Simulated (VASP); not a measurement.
# AgBiCl2 (I4/mcm) in VASP: a series of runs

AgBiCl2 is run at these levels: r2SCAN; tasks: single point.

Everything below comes from runs of VASP 6.6.1. Logs are shortened: lines on timing, memory, paths and dates and some standing lists are left out, and cuts for length are marked.

## Step 1: The cell of the first run

It takes space group I4/mcm (No. 140, tetragonal). Conventional cell: a = 7.552 Å, b = 7.552 Å, c = 6.936 Å, α = 90.00°, β = 90.00°, γ = 90.00°. Cl (site symmetry m2m) has 2 Ag at 2.60 Å and 4 Bi at 3.27 Å within 3.4 Å. Within 4.3 Å of Bi (site symmetry 422) lie 8 Cl at 3.27 Å and 2 Bi at 3.47 Å and 4 Ag at 3.78 Å. Ag (site symmetry -42m) has 4 Cl at 2.60 Å and 2 Ag at 3.47 Å within 3.5 Å.

## Step 2: Single point, r2SCAN

Input file POSCAR:

```
AgBiCl2
1.0
   -3.7760700000      3.7760700000      3.4681890000
    3.7760700000     -3.7760700000      3.4681890000
    3.7760700000      3.7760700000     -3.4681890000
Cl Bi Ag
4 2 2
Direct
    0.6820000000      0.1820000000      0.8640000000
    0.1820000000      0.3180000000      0.5000000000
    0.3180000000      0.8180000000      0.1360000000
    0.8180000000      0.6820000000      0.5000000000
    0.2500000000      0.2500000000      0.0000000000
    0.7500000000      0.7500000000      0.0000000000
    0.2500000000      0.7500000000      0.5000000000
    0.7500000000      0.2500000000      0.5000000000
```

Input file INCAR.step1:

```
SYSTEM = AgBiCl2
PREC     = Accurate       ! precision mode
ENCUT    = 520            ! plane-wave cutoff, eV
ISMEAR   = -1             ! smearing method
SIGMA    = 0.1            ! smearing width, eV
LREAL    = .FALSE.        ! projectors in reciprocal space
LASPH    = .TRUE.         ! aspherical terms in the spheres
NELM     = 100            ! most SCF steps
NBANDS   = 50             ! bands
GGA      = PE             ! functional
ALGO     = Normal         ! electronic algorithm
EDIFF    = 1E-4           ! SCF threshold, eV
LWAVE    = .TRUE.         ! write WAVECAR
LCHARG   = .FALSE.        ! write CHGCAR
```

Input file INCAR.step2:

```
SYSTEM = AgBiCl2
PREC     = Accurate       ! precision mode
ENCUT    = 520            ! plane-wave cutoff, eV
EDIFF    = 1E-6           ! SCF threshold, eV
ISMEAR   = -1             ! smearing method
SIGMA    = 0.1            ! smearing width, eV
LREAL    = .FALSE.        ! projectors in reciprocal space
LASPH    = .TRUE.         ! aspherical terms in the spheres
NELM     = 100            ! most SCF steps
ALGO     = Normal         ! electronic algorithm
ISIF     = 2              ! what is computed and relaxed
LWAVE    = .FALSE.        ! write WAVECAR
LCHARG   = .FALSE.        ! write CHGCAR
METAGGA  = R2SCAN         ! meta-GGA
LMIXTAU  = .TRUE.       
NBANDS   = 50             ! bands
ISTART   = 1
```

Input file KPOINTS:

```
Automatic mesh
0
G
  4 4 4
  0 0 0
```

Potentials or basis: VASP PAW PBE potentials, release 64 (Cl, Bi_d, Ag).

Run with:

```
$ cat potpaw_PBE.64/Cl/POTCAR potpaw_PBE.64/Bi_d/POTCAR potpaw_PBE.64/Ag/POTCAR > POTCAR
$ cp INCAR.step1 INCAR
$ mpirun -np 1 vasp_std > vasp.out
$ cp INCAR.step2 INCAR
$ mpirun -np 1 vasp_std > vasp.out
```

OUTCAR:

```text
SYSTEM = AgBiCl2
   PREC = Accurate
   ENCUT = 520
   EDIFF = 1E-6
   ISMEAR = -1
   LREAL = .FALSE.
   LASPH = .TRUE.
   NELM = 100
   ISIF = 2
   METAGGA = R2SCAN
   ISTART = 1

 ion  position               nearest neighbor table
   1  0.682  0.182  0.864-   8 2.60   7 2.60   5 3.27   6 3.27   5 3.27   6 3.27
   2  0.182  0.318  0.500-   7 2.60   8 2.60   6 3.27   5 3.27   5 3.27   6 3.27
   3  0.318  0.818  0.136-   7 2.60   8 2.60   5 3.27   6 3.27   5 3.27   6 3.27
   4  0.818  0.682  0.500-   7 2.60   8 2.60   5 3.27   6 3.27   6 3.27   5 3.27
   5  0.250  0.250  0.000-   3 3.27   1 3.27   2 3.27   2 3.27   4 3.27   4 3.27   3 3.27   1 3.27
                             6 3.47   6 3.47
   6  0.750  0.750  0.000-   3 3.27   1 3.27   4 3.27   4 3.27   2 3.27   2 3.27   1 3.27   3 3.27
                             5 3.47   5 3.47
   7  0.250  0.750  0.500-   3 2.60   1 2.60   2 2.60   4 2.60   8 3.47   8 3.47
   8  0.750  0.250  0.500-   1 2.60   3 2.60   2 2.60   4 2.60   7 3.47   7 3.47

  LATTYP: Found a body centered tetragonal cell.
 ALAT       =     7.5521400000
 C/A-ratio  =     0.9184652297

  Lattice vectors:

 A1 = (  -3.7760700000,   3.7760700000,   3.4681890000)
 A2 = (   3.7760700000,  -3.7760700000,   3.4681890000)
 A3 = (   3.7760700000,   3.7760700000,  -3.4681890000)

Analysis of symmetry for initial positions (statically):
=====================================================================
 Subroutine PRICEL returns:
 Original cell was already a primitive cell.

 Routine SETGRP: Setting up the symmetry group for a
 body centered tetragonal supercell.

 Subroutine GETGRP returns: Found 16 space group operations
 (whereof  8 operations were pure point group operations)
 out of a pool of 16 trial point group operations.

The static configuration has the point symmetry C_4h.
 The point group associated with its full space group is D_4h.

Analysis of symmetry for dynamics (positions and initial velocities):
=====================================================================
 Subroutine PRICEL returns:
 Original cell was already a primitive cell.

 Routine SETGRP: Setting up the symmetry group for a
 body centered tetragonal supercell.

 Subroutine GETGRP returns: Found 16 space group operations
 (whereof  8 operations were pure point group operations)
 out of a pool of 16 trial point group operations.

The dynamic configuration has the point symmetry C_4h.
 The point group associated with its full space group is D_4h.

 Subroutine INISYM returns: Found 16 space group operations
 (whereof  8 operations are pure point group operations),
 and found     1 'primitive' translations

----------------------------------------------------------------------------------------

                                     Primitive cell

  volume of cell :     197.8075

  direct lattice vectors                    reciprocal lattice vectors
    -3.776070000  3.776070000  3.468189000     0.000000000  0.132412800  0.144167460
     3.776070000 -3.776070000  3.468189000     0.132412800  0.000000000  0.144167460
     3.776070000  3.776070000 -3.468189000     0.132412800  0.132412800  0.000000000

  length of vectors
     6.367554023  6.367554023  6.367554023     0.195748323  0.195748323  0.187259977

  position of ions in fractional coordinates (direct lattice)
     0.682000000  0.182000000  0.864000000
     0.182000000  0.318000000  0.500000000
     0.318000000  0.818000000  0.136000000
     0.818000000  0.682000000  0.500000000
     0.250000000  0.250000000  0.000000000
     0.750000000  0.750000000  0.000000000
     0.250000000  0.750000000  0.500000000
     0.750000000  0.250000000  0.500000000

  ion indices of the primitive-cell ions
   primitive index   ion index
                 1           1
                 2           2
                 3           3
                 4           4
                 5           5
                 6           6
                 7           7
                 8           8

----------------------------------------------------------------------------------------

 KPOINTS: Automatic mesh

Automatic generation of k-mesh.
 Grid dimensions read from file:
 generate k-points for:    4    4    4

 Generating k-lattice:

  Cartesian coordinates                     Fractional coordinates (reciprocal lattice)
     0.000000000  0.033103200  0.036041865     0.250000000  0.000000000 -0.000000000
     0.033103200  0.000000000  0.036041865     0.000000000  0.250000000 -0.000000000
     0.033103200  0.033103200  0.000000000     0.000000000  0.000000000  0.250000000

  Length of vectors
     0.048937081  0.048937081  0.046814994

  Shift w.r.t. Gamma in fractional coordinates (k-lattice)
     0.000000000  0.000000000  0.000000000

 Subroutine IBZKPT returns following result:
 ===========================================

 Found     13 irreducible k-points:

 Following reciprocal coordinates:
            Coordinates               Weight
  0.000000  0.000000  0.000000      1.000000
  0.250000  0.000000  0.000000      8.000000
  0.500000  0.000000  0.000000      4.000000
  0.250000  0.250000  0.000000      8.000000
  0.500000  0.250000  0.000000     16.000000
 -0.250000  0.250000  0.000000      4.000000
  0.500000  0.500000  0.000000      2.000000
  0.250000  0.250000  0.250000      2.000000
 -0.250000  0.250000  0.250000      4.000000
  0.500000  0.500000  0.250000      4.000000
 -0.250000  0.500000  0.250000      8.000000
 -0.250000 -0.250000  0.250000      2.000000
  0.500000  0.500000  0.500000      1.000000
   k-points           NKPTS =     13   k-points in BZ     NKDIM =     13   number of bands    NBANDS=     50
   number of dos      NEDOS =    301   number of ions     NIONS =      8
   total plane-waves  NPLWV = 110592
   dimension x,y,z NGX =    48 NGY =   48 NGZ =   48
   dimension x,y,z NGXF=    96 NGYF=   96 NGZF=   96
   ions per type =               4   2   2
   NGX,Y,Z   is equivalent  to a cutoff of  12.53, 12.53, 12.53 a.u.
   NGXF,Y,Z  is equivalent  to a cutoff of  25.06, 25.06, 25.06 a.u.
 SYSTEM =  AgBiCl2
   PREC   = accura    normal or accurate (medium, high low for compatibility)
   ISTART =      1    job   : 0-new  1-cont  2-samecut
   ICHARG =      0    charge: 1-file 2-atom 10-const
   ISPIN  =      1    spin polarized calculation?
   LNONCOLLINEAR =      F non collinear calculations
   LSORBIT =      F    spin-orbit coupling
   LASPH  =      T    aspherical Exc in radial PAW
   ENCUT  =  520.0 eV  38.22 Ry    6.18 a.u.  11.84 11.84 11.84*2*pi/ulx,y,z
   NELM   =    100;   NELMIN=  2; NELMDL=  0     # of ELM steps
   EDIFF  = 0.1E-05   stopping-criterion for ELM
   LREAL  =      F    real-space projection
[... 7 lines left out ...]
   TEBEG  =    0.0;   TEEND  =   0.0 temperature during run
   PSTRESS=    0.0 pullay stress
   NELECT =      80.0000    total number of electrons
   NUPDOWN=      -1.0000    fix difference up-down
   EMIN   =  10.00;   EMAX   =-10.00  energy-range for DOS
   EFERMI =   0.00;   METHOD = LEGACY
   ISMEAR =    -1;   SIGMA  =   0.10  broadening in eV -4-tet -1-fermi 0-gaus
   EFERMI_NEDOS =   21; number of points for ismear=-14 and -15
   IALGO  =     38    algorithm
   IMIX   =      4    mixing-type and parameters
     AMIX     =   0.40;   BMIX     =  1.00
     AMIX_MAG =   1.60;   BMIX_MAG =  1.00
  volume/ion in A,a.u.               =      24.73       166.86
  Fermi-wavevector in a.u.,A,eV,Ry     =   1.210665  2.287825 19.942182  1.465709
  Thomas-Fermi vector in A             =   2.346204
   LORBIT       =      0    0 simple, 1 ext, 2 COOP (PROOUT), +10 PAW based schemes
   METAGGA = R2SCAN    functional components
   LHFCALC =     F    Hartree Fock is set to
   AEXX    =    0.0000 exact exchange contribution
   IVDW    =     0    specifies the selected vdW correction
   LEPSILON=     F    determine dielectric tensor
   LRPA    =     F    only Hartree local field effects (RPA)
 non-spin polarized calculation
  energy-cutoff  :      520.00
  volume of cell :      197.81
 maximum number of plane-waves:      5357
   NGX = 23   NGY = 23   NGZ = 23

 number of electron      80.0000013 magnetization

 Free energy of the ion-electron system (eV)
  ---------------------------------------------------
  ext. energy  EPLUGINS =         0.00000000
  ---------------------------------------------------
  free energy    TOTEN  =      -186.24418526 eV

  energy without entropy =     -186.13553145  energy(sigma->0) =     -186.18985835

 E-fermi :   5.5534     XC(G=0): -10.2685

 val. band max:        5.5272858531   @ k =  -0.2500   0.2500   0.0000
 cond. band min:       5.6513073148   @ k =  -0.2500   0.2500   0.2500
 fundamental gap:      0.1240214616
 Fermi energy:         5.5533845044

 k-point     1 :       0.0000    0.0000    0.0000
  band No.  band energies     occupation
      1     -18.7944      2.00000
      2     -18.7941      2.00000
      3     -18.7899      2.00000
      4     -18.7841      2.00000
      5     -18.7019      2.00000
      6     -18.6848      2.00000
[... 42 lines left out ...]
     49      12.5457      0.00000
     50      12.7792      0.00000

 k-point     2 :       0.2500    0.0000    0.0000
  band No.  band energies     occupation
      1     -18.7938      2.00000
      2     -18.7925      2.00000
      3     -18.7905      2.00000
      4     -18.7852      2.00000
      5     -18.6776      2.00000
      6     -18.6766      2.00000
[... 42 lines left out ...]
     49      12.3949      0.00000
     50      12.5620      0.00000

 k-point     3 :       0.5000    0.0000    0.0000
  band No.  band energies     occupation
      1     -18.7925      2.00000
      2     -18.7925      2.00000
      3     -18.7883      2.00000
      4     -18.7883      2.00000
      5     -18.6572      2.00000
      6     -18.6571      2.00000
[... 519 lines left out ...]
     49      12.5932      0.00000
     50      12.5977      0.00000

 k-point    13 :       0.5000    0.5000    0.5000
  band No.  band energies     occupation
      1     -18.7959      2.00000
      2     -18.7895      2.00000
      3     -18.7893      2.00000
      4     -18.7861      2.00000
      5     -18.7014      2.00000
      6     -18.6821      2.00000
[... 42 lines left out ...]
     49      11.2526      0.00000
     50      12.2780      0.00000

------------------------ aborting loop because EDIFF is reached ----------------------------------------

  FORCE on cell =-STRESS in cart. coord.  units (eV):
  Direction    XX          YY          ZZ          XY          YZ          ZX
  --------------------------------------------------------------------------------------
  -------------------------------------------------------------------------------------
  Total        2.0075657      2.0075657     -3.0749868      0.0000000      0.0000000      0.0000000
  in kB       16.2606361     16.2606361    -24.9064031      0.0000000      0.0000000      0.0000000
  external PRESSURE =       2.5382897 kB  Pullay stress =       0.0000000 kB

 VOLUME and BASIS-vectors are now :
 -----------------------------------------------------------------------------
  energy-cutoff  :      520.00
  volume of cell :      197.81
      direct lattice vectors                 reciprocal lattice vectors
    -3.776070000  3.776070000  3.468189000     0.000000000  0.132412800  0.144167460
     3.776070000 -3.776070000  3.468189000     0.132412800  0.000000000  0.144167460
     3.776070000  3.776070000 -3.468189000     0.132412800  0.132412800  0.000000000

 POSITION                                       TOTAL-FORCE (eV/Angst)
 -----------------------------------------------------------------------------------
      1.37449      5.15056      0.00000         0.084718      0.084718     -0.000000
      2.40158      1.37449      0.00000        -0.084718      0.084718      0.000000
      2.40158     -1.37449      3.46819        -0.084718     -0.084718      0.000000
      1.37449      2.40158      3.46819         0.084718     -0.084718      0.000000
      0.00000      0.00000      1.73409        -0.000000      0.000000      0.000000
      0.00000      0.00000      5.20228        -0.000000      0.000000      0.000000
      3.77607      0.00000      1.73409        -0.000000      0.000000      0.000000
      0.00000      3.77607      1.73409        -0.000000      0.000000      0.000000
 -----------------------------------------------------------------------------------
    total drift:                               -0.000000      0.000000     -0.000000

  FREE ENERGIE OF THE ION-ELECTRON SYSTEM (eV)
  ---------------------------------------------------
  free  energy   TOTEN  =      -186.2441852576 eV

  energy  without entropy=     -186.1355314479  energy(sigma->0) =     -186.18985835
```

Wall time 12 min (1 thread of Intel Xeon Platinum 8259CL at 2.50GHz (Skylake/Cascade Lake), shared host); peak memory 0.43 GiB.

Results:

```
Free energy            : -186.2442 eV
Pressure               : 0.3 GPa
Largest force          : 0.120 eV/Å
Band gap on the k mesh : zero (bands 40 and 41 overlap by 1.58 eV)
```

Forces in eV/Å, atoms in the order of the input:
```
Cl   0.085  0.085  0.000
Cl  -0.085  0.085  0.000
Cl  -0.085 -0.085  0.000
Cl   0.085 -0.085  0.000
Bi   0.000  0.000  0.000
Bi   0.000  0.000  0.000
Ag   0.000  0.000  0.000
Ag   0.000  0.000  0.000
```

Stress tensor (GPa, compression positive):
```
 1.63  0.00  0.00
 0.00  1.63  0.00
 0.00  0.00 -2.49
```

Caveat: the PAW data sets were made with another functional, which shifts forces and pressure a little; spin-orbit coupling is left out, which moves the levels of the heavy elements.

## Step 3: Single point, r2SCAN

POSCAR is that of step 2.

Input file INCAR.step1:

```
SYSTEM = AgBiCl2
PREC = Accurate
ENCUT = 520
ISMEAR = 1
SIGMA = 0.001
LREAL = .FALSE.
LASPH = .TRUE.
NELM = 80
NBANDS = 50
GGA = PE
ALGO = Normal
EDIFF = 1E-4
LWAVE = .TRUE.
LCHARG = .FALSE.
```

Input file INCAR.step2:

```
SYSTEM = AgBiCl2
PREC = Accurate
ENCUT = 520
EDIFF = 1E-6
ISMEAR = 1
SIGMA = 0.001
LREAL = .FALSE.
LASPH = .TRUE.
NELM = 80
ALGO = Normal
ISIF = 2
LWAVE = .FALSE.
LCHARG = .FALSE.
METAGGA = R2SCAN
LMIXTAU = .TRUE.
NBANDS = 50
ISTART = 1
```

KPOINTS is that of step 2.

Potentials or basis: VASP PAW PBE potentials, release 64 (Cl, Bi_d, Ag).

Run with:

```
$ cat potpaw_PBE.64/Cl/POTCAR potpaw_PBE.64/Bi_d/POTCAR potpaw_PBE.64/Ag/POTCAR > POTCAR
$ cp INCAR.step1 INCAR
$ mpirun -np 1 vasp_std > vasp.out
$ cp INCAR.step2 INCAR
$ mpirun -np 1 vasp_std > vasp.out
```

Run time: 11 min. Hardware: 1 thread of Intel Xeon Platinum 8259CL at 2.50GHz (Skylake/Cascade Lake), shared host; peak memory 0.43 GiB.

The run converged. Its results:

- Free energy: -186.2020 eV
- Pressure: 0.1 GPa
- Largest force: 0.136 eV/Å
- Band gap on the k mesh: zero (bands 40 and 41 overlap by 1.58 eV)

Forces on the atoms (eV/Å):
```
Cl   0.096  0.096  0.000
Cl  -0.096  0.096  0.000
Cl  -0.096 -0.096  0.000
Cl   0.096 -0.096  0.000
Bi   0.000  0.000  0.000
Bi   0.000  0.000  0.000
Ag   0.000  0.000  0.000
Ag   0.000  0.000  0.000
```

Stress tensor (GPa, compression positive):
```
 1.50  0.00  0.00
 0.00  1.50  0.00
 0.00  0.00 -2.56
```

Levels at points of the mesh, in eV from the Fermi level:
```tsv
k point	band 38	band 39	band 40	band 41	band 42	band 43
(0.00, 0.00, 0.00)	-2.82	-0.41	1.04	1.04	1.35	1.45
(0.50, 0.00, 0.00)	-2.63	-0.28	-0.28	0.30	0.30	1.13
(0.50, 0.50, 0.00)	-2.34	-1.33	-0.68	-0.04	1.39	1.49
(0.50, 0.50, 0.50)	-2.54	-2.52	-0.54	-0.54	-0.19	-0.19
```

Caveat: the PAW data sets were made with another functional, which shifts forces and pressure a little; spin-orbit coupling is left out, which moves the levels of the heavy elements.
